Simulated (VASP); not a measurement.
Crystal: KP3Ru.

```
K P Ru
1.0
     4.61566    0.00000    0.00000
     0.00000    4.61566    0.00000
     0.00000    0.00000    4.61566
K P Ru
1 3 1
Direct
  0.50000 0.50000 0.50000
  0.00000 0.50000 0.50000
  0.50000 0.50000 0.00000
  0.50000 0.00000 0.50000
  0.00000 0.00000 0.00000
```

The cell was generated, and may not be a known phase.

- Program: VASP 6.6.1
- Task: relaxation of cell and atoms
- Functional: PBE
- Potentials or basis: VASP PAW PBE potentials, release 64 (K_sv, P, Ru_pv)
- Cutoff: 600 eV
- k mesh: 4 × 4 × 4
- Occupations: gaussian, width 0.1 eV
- Spin: no spin polarisation

At the start: pressure 7.4 GPa; volume 19.67 Å³/atom.

Q: Where does the relaxation end?

A: Over 3 steps the energy falls by 83.8 meV/atom and the volume is 23.78 Å³/atom (+20.9 %); space group Pm-3m (No. 221, to 0.1 Å) before and after.

The path:
| step | energy change (eV) | largest force (eV/Å) | pressure (GPa) | volume (Å³) |
| --- | --- | --- | --- | --- |
| 1 | 0.0000 | 0.0000 | 7.37 | 98.33 |
| 2 | -0.3343 | 0.0000 | 2.16 | 111.78 |
| 3 | -0.4188 | 0.0000 | 0.25 | 118.91 |

Final structure:
```
CELL_PARAMETERS angstrom
4.91742 0.00000 0.00000
0.00000 4.91742 0.00000
0.00000 0.00000 4.91742
ATOMIC_POSITIONS crystal
K 0.50000 0.50000 0.50000
P 0.00000 0.50000 0.50000
P 0.50000 0.50000 0.00000
P 0.50000 0.00000 0.50000
Ru 0.00000 0.00000 0.00000
```

Caveat: the volume moved by over 15 % at a fixed basis, so the end points are rough.
